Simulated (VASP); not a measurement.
# Cu (Fm-3m) in VASP: notebook

Aim: see how the results for Cu move with the level of theory and the settings. Levels: PBE, PBEsol. Tasks: single point.

Program: VASP 6.6.1. These are calculated values, not measurements. Logs are shortened: lines on timing, memory, paths and dates and some standing lists are left out, and cuts for length are marked.

**1. The cell of the first run**

The structure is cubic, space group Fm-3m (No. 225). The conventional cell has a = 3.651 Å, b = 3.651 Å, c = 3.651 Å, α = 90.00°, β = 90.00°, γ = 90.00°. Cu (site symmetry m-3m) has 12 Cu at 2.58 Å within 3.4 Å.

**2. Single point, PBE**

INCAR reads:

```
SYSTEM = Cu
ALGO = Normal
EDIFF = 1E-7
ENCUT = 520
GGA = PE
ISIF = 2
ISMEAR = -1
LASPH = .True.
LCHARG = .False.
LREAL = .False.
LWAVE = .False.
NBANDS = 12
NELM = 100
PREC = Accurate
SIGMA = 0.06
```

KPOINTS reads:

```
k-points
0
Gamma
  12 12 12
  0 0 0
```

POSCAR reads:

```
Cu
1.0
    0.0000000000      1.8257145000      1.8257145000
    1.8257145000      0.0000000000      1.8257145000
    1.8257145000      1.8257145000      0.0000000000
Cu
1
Direct
    0.0000000000      0.0000000000      0.0000000000
```

Potentials or basis: VASP PAW PBE potentials, release 64 (Cu).

Command:

```
> cat potpaw_PBE.64/Cu/POTCAR > POTCAR
> mpirun -np 1 vasp_std > vasp.out
```

OUTCAR:

```text
SYSTEM = Cu
   EDIFF = 1E-7
   ENCUT = 520
   GGA = PE
   ISIF = 2
   ISMEAR = -1
   LASPH = .True.
   LREAL = .False.
   NELM = 100
   PREC = Accurate

 ion  position               nearest neighbor table
   1  0.000  0.000  0.000-

  LATTYP: Found a face centered cubic cell.
 ALAT       =     3.6514290000

  Lattice vectors:

 A1 = (   0.0000000000,   1.8257145000,   1.8257145000)
 A2 = (   1.8257145000,   0.0000000000,   1.8257145000)
 A3 = (   1.8257145000,   1.8257145000,   0.0000000000)

Analysis of symmetry for initial positions (statically):
=====================================================================
 Subroutine PRICEL returns:
 Original cell was already a primitive cell.

 Routine SETGRP: Setting up the symmetry group for a
 face centered cubic supercell.

 Subroutine GETGRP returns: Found 48 space group operations
 (whereof 48 operations were pure point group operations)
 out of a pool of 48 trial point group operations.

The static configuration has the point symmetry O_h .

Analysis of symmetry for dynamics (positions and initial velocities):
=====================================================================
 Subroutine PRICEL returns:
 Original cell was already a primitive cell.

 Routine SETGRP: Setting up the symmetry group for a
 face centered cubic supercell.

 Subroutine GETGRP returns: Found 48 space group operations
 (whereof 48 operations were pure point group operations)
 out of a pool of 48 trial point group operations.

The dynamic configuration has the point symmetry O_h .

 Subroutine INISYM returns: Found 48 space group operations
 (whereof 48 operations are pure point group operations),
 and found     1 'primitive' translations

----------------------------------------------------------------------------------------

                                     Primitive cell

  volume of cell :      12.1711

  direct lattice vectors                    reciprocal lattice vectors
     0.000000000  1.825714500  1.825714500    -0.273865383  0.273865383  0.273865383
     1.825714500  0.000000000  1.825714500     0.273865383 -0.273865383  0.273865383
     1.825714500  1.825714500  0.000000000     0.273865383  0.273865383 -0.273865383

  length of vectors
     2.581950207  2.581950207  2.581950207     0.474348757  0.474348757  0.474348757

  position of ions in fractional coordinates (direct lattice)
     0.000000000  0.000000000  0.000000000

  ion indices of the primitive-cell ions
   primitive index   ion index
                 1           1

----------------------------------------------------------------------------------------

 KPOINTS: k-points

Automatic generation of k-mesh.
 Grid dimensions read from file:
 generate k-points for:   12   12   12

 Generating k-lattice:

  Cartesian coordinates                     Fractional coordinates (reciprocal lattice)
    -0.022822115  0.022822115  0.022822115     0.083333333  0.000000000  0.000000000
     0.022822115 -0.022822115  0.022822115     0.000000000  0.083333333  0.000000000
     0.022822115  0.022822115 -0.022822115     0.000000000  0.000000000  0.083333333

  Length of vectors
     0.039529063  0.039529063  0.039529063

  Shift w.r.t. Gamma in fractional coordinates (k-lattice)
     0.000000000  0.000000000  0.000000000

 Subroutine IBZKPT returns following result:
 ===========================================

 Found     72 irreducible k-points:

 Following reciprocal coordinates:
            Coordinates               Weight
  0.000000  0.000000  0.000000      1.000000
  0.083333  0.000000  0.000000      8.000000
  0.166667  0.000000  0.000000      8.000000
  0.250000  0.000000  0.000000      8.000000
  0.333333  0.000000  0.000000      8.000000
  0.416667  0.000000  0.000000      8.000000
[... 16 lines left out ...]
  0.500000  0.166667  0.000000     24.000000
 -0.416667  0.166667  0.000000     24.000000
 [... further k-points ...]
   k-points           NKPTS =     72   k-points in BZ     NKDIM =     72   number of bands    NBANDS=     12
   number of dos      NEDOS =    301   number of ions     NIONS =      1
   total plane-waves  NPLWV =   8000
   dimension x,y,z NGX =    20 NGY =   20 NGZ =   20
   dimension x,y,z NGXF=    40 NGYF=   40 NGZF=   40
   ions per type =               1
   NGX,Y,Z   is equivalent  to a cutoff of  12.88, 12.88, 12.88 a.u.
   NGXF,Y,Z  is equivalent  to a cutoff of  25.76, 25.76, 25.76 a.u.
 SYSTEM =  Cu
   PREC   = accura    normal or accurate (medium, high low for compatibility)
   ISTART =      0    job   : 0-new  1-cont  2-samecut
   ICHARG =      2    charge: 1-file 2-atom 10-const
   ISPIN  =      1    spin polarized calculation?
   LNONCOLLINEAR =      F non collinear calculations
   LSORBIT =      F    spin-orbit coupling
   LASPH  =      T    aspherical Exc in radial PAW
   ENCUT  =  520.0 eV  38.22 Ry    6.18 a.u.   4.80  4.80  4.80*2*pi/ulx,y,z
   NELM   =    100;   NELMIN=  2; NELMDL= -5     # of ELM steps
   EDIFF  = 0.1E-06   stopping-criterion for ELM
   LREAL  =      F    real-space projection
   EDIFFG = 0.1E-05   stopping-criterion for IOM
   NSW    =      0    number of steps for IOM
   IBRION =     -1    ionic relax: 0-MD 1-quasi-New 2-CG
   NFREE  =      0    steps in history (QN), initial steepest desc. (CG)
   ISIF   =      2    stress and relaxation
   ISYM   =      2    0-nonsym 1-usesym 2-fastsym
   POTIM  = 0.5000    time-step for ionic-motion
   TEBEG  =    0.0;   TEEND  =   0.0 temperature during run
   PSTRESS=    0.0 pullay stress
   NELECT =      11.0000    total number of electrons
   NUPDOWN=      -1.0000    fix difference up-down
   EMIN   =  10.00;   EMAX   =-10.00  energy-range for DOS
   EFERMI =   0.00;   METHOD = LEGACY
   ISMEAR =    -1;   SIGMA  =   0.06  broadening in eV -4-tet -1-fermi 0-gaus
   EFERMI_NEDOS =   21; number of points for ismear=-14 and -15
   IALGO  =     38    algorithm
   IMIX   =      4    mixing-type and parameters
     AMIX     =   0.40;   BMIX     =  1.00
     AMIX_MAG =   1.60;   BMIX_MAG =  1.00
  volume/ion in A,a.u.               =      12.17        82.13
  Fermi-wavevector in a.u.,A,eV,Ry     =   1.582813  2.991082 34.086623  2.505296
  Thomas-Fermi vector in A             =   2.682679
   LORBIT       =      0    0 simple, 1 ext, 2 COOP (PROOUT), +10 PAW based schemes
   GGA     = PE    functional components
   LHFCALC =     F    Hartree Fock is set to
   AEXX    =    0.0000 exact exchange contribution
   IVDW    =     0    specifies the selected vdW correction
   LEPSILON=     F    determine dielectric tensor
   LRPA    =     F    only Hartree local field effects (RPA)
 non-spin polarized calculation
  energy-cutoff  :      520.00
  volume of cell :       12.17
 maximum number of plane-waves:       342
   NGX =  9   NGY =  9   NGZ =  9

 number of electron      10.9999992 magnetization

 Free energy of the ion-electron system (eV)
  ---------------------------------------------------
  ext. energy  EPLUGINS =         0.00000000
  ---------------------------------------------------
  free energy    TOTEN  =        -3.72510697 eV

  energy without entropy =       -3.72071825  energy(sigma->0) =       -3.72291261

 E-fermi :   7.1324     XC(G=0): -12.5531

 val. band max:        7.1199549892   @ k =   0.5000   0.3333   0.1667
 cond. band min:       7.1377857506   @ k =   0.4167   0.4167   0.0000
 fundamental gap:      0.0178307615
 Fermi energy:         7.1323968295

 k-point     1 :       0.0000    0.0000    0.0000
  band No.  band energies     occupation
      1      -1.9066      2.00000
      2       4.2768      2.00000
      3       4.2768      2.00000
      4       4.2768      2.00000
      5       5.0610      2.00000
      6       5.0610      2.00000
      7      29.5709      0.00000
      8      31.9826      0.00000
      9      31.9826      0.00000
     10      31.9826      0.00000
     11      34.4534      0.00000
     12      34.4534      0.00000

 k-point     2 :       0.0833    0.0000    0.0000
  band No.  band energies     occupation
      1      -1.6597      2.00000
      2       4.2272      2.00000
      3       4.3209      2.00000
      4       4.3209      2.00000
      5       5.0447      2.00000
      6       5.0447      2.00000
      7      27.7647      0.00000
      8      30.3390      0.00000
      9      31.2944      0.00000
     10      31.2944      0.00000
     11      35.4929      0.00000
     12      35.4929      0.00000

 k-point     3 :       0.1667    0.0000    0.0000
  band No.  band energies     occupation
      1      -0.9384      2.00000
      2       4.1115      2.00000
      3       4.4090      2.00000
      4       4.4090      2.00000
      5       5.0369      2.00000
      6       5.0369      2.00000
      7      23.5553      0.00000
      8      29.9457      0.00000
      9      30.3220      0.00000
     10      30.3220      0.00000
     11      36.3178      0.00000
     12      36.8617      0.00000
[... 286 lines left out ...]
 k-point    23 :       0.5000    0.1667    0.0000
  band No.  band energies     occupation
      1       2.7160      2.00000
      2       3.9009      2.00000
      3       4.3626      2.00000
      4       4.5549      2.00000
      5       5.6220      2.00000
      6       7.6819      0.00021
      7      12.0910      0.00000
      8      22.6757      0.00000
      9      24.9946      0.00000
     10      27.1953      0.00000
     11      36.7992      0.00000
     12      37.2295      0.00000

 k-point    24 :      -0.4167    0.1667    0.0000
  band No.  band energies     occupation
      1       2.7718      2.00000
      2       3.9441      2.00000
      3       4.4479      2.00000
      4       4.5216      2.00000
      5       5.5108      2.00000
      6       8.2061      0.00000
      7      11.3960      0.00000
      8      21.6839      0.00000
      9      26.0007      0.00000
     10      27.6261      0.00000
     11      35.9170      0.00000
     12      36.7171      0.00000

 [... further k-points ...]

------------------------ aborting loop because EDIFF is reached ----------------------------------------

  FORCE on cell =-STRESS in cart. coord.  units (eV):
  Direction    XX          YY          ZZ          XY          YZ          ZX
  --------------------------------------------------------------------------------------
  -------------------------------------------------------------------------------------
  Total       -0.1468218     -0.1468218     -0.1468218     -0.0000000      0.0000000      0.0000000
  in kB      -19.3273665    -19.3273665    -19.3273665     -0.0000000      0.0000000      0.0000000
  external PRESSURE =     -19.3273665 kB  Pullay stress =       0.0000000 kB

 VOLUME and BASIS-vectors are now :
 -----------------------------------------------------------------------------
  energy-cutoff  :      520.00
  volume of cell :       12.17
      direct lattice vectors                 reciprocal lattice vectors
     0.000000000  1.825714500  1.825714500    -0.273865383  0.273865383  0.273865383
     1.825714500  0.000000000  1.825714500     0.273865383 -0.273865383  0.273865383
     1.825714500  1.825714500  0.000000000     0.273865383  0.273865383 -0.273865383

 POSITION                                       TOTAL-FORCE (eV/Angst)
 -----------------------------------------------------------------------------------
      0.00000      0.00000      0.00000        -0.000000      0.000000      0.000000
 -----------------------------------------------------------------------------------
    total drift:                                0.000000      0.000000      0.000000

  FREE ENERGIE OF THE ION-ELECTRON SYSTEM (eV)
  ---------------------------------------------------
  free  energy   TOTEN  =        -3.7251069672 eV

  energy  without entropy=       -3.7207182540  energy(sigma->0) =       -3.72291261
```

Run time: 11 s. Hardware: 1 thread of Intel Xeon Platinum 8259CL at 2.50GHz (Skylake/Cascade Lake), shared host; peak memory 0.13 GiB.

Results:

```
Free energy : -3.7251 eV
Pressure    : -1.9 GPa
```

**3. Single point, PBEsol**

INCAR reads:

```
PREC = Accurate
ENCUT = 520
EDIFF = 1E-7
ISMEAR = -1
SIGMA = 0.06
LREAL = False
LASPH = True
NELM = 60
ALGO = Normal
ISIF = 2
LWAVE = False
LCHARG = False
GGA = PS
NBANDS = 12
```

KPOINTS reads:

```
regular mesh
0
Gamma
  12 12 12
```

POSCAR is that of step 2.

Potentials or basis: VASP PAW PBE potentials, release 64 (Cu).

Command:

```
> cat potpaw_PBE.64/Cu/POTCAR > POTCAR
> mpirun -np 1 vasp_std > vasp.out
```

Run time: 9.8 s. Hardware: 1 thread of Intel Xeon Platinum 8259CL at 2.50GHz (Skylake/Cascade Lake), shared host; peak memory 0.13 GiB.

The run converged. Its results:

```
Free energy : -4.2814 eV
Pressure    : -9.6 GPa
```

Levels at points of the mesh, in eV from the Fermi level:
```
           k point  band 4  band 5  band 6  band 7  band 8  band 9
(0.00, 0.00, 0.00)   -2.84   -2.05   -2.05   22.44   24.82   24.82
(0.50, 0.00, 0.00)   -1.51   -1.51   -0.85    3.68   20.95   21.65
(0.50, 0.50, 0.00)   -1.37   -1.37    1.58    6.98   12.90   12.90
```

Caveat: the PAW data sets were made with another functional, which shifts forces and pressure a little.
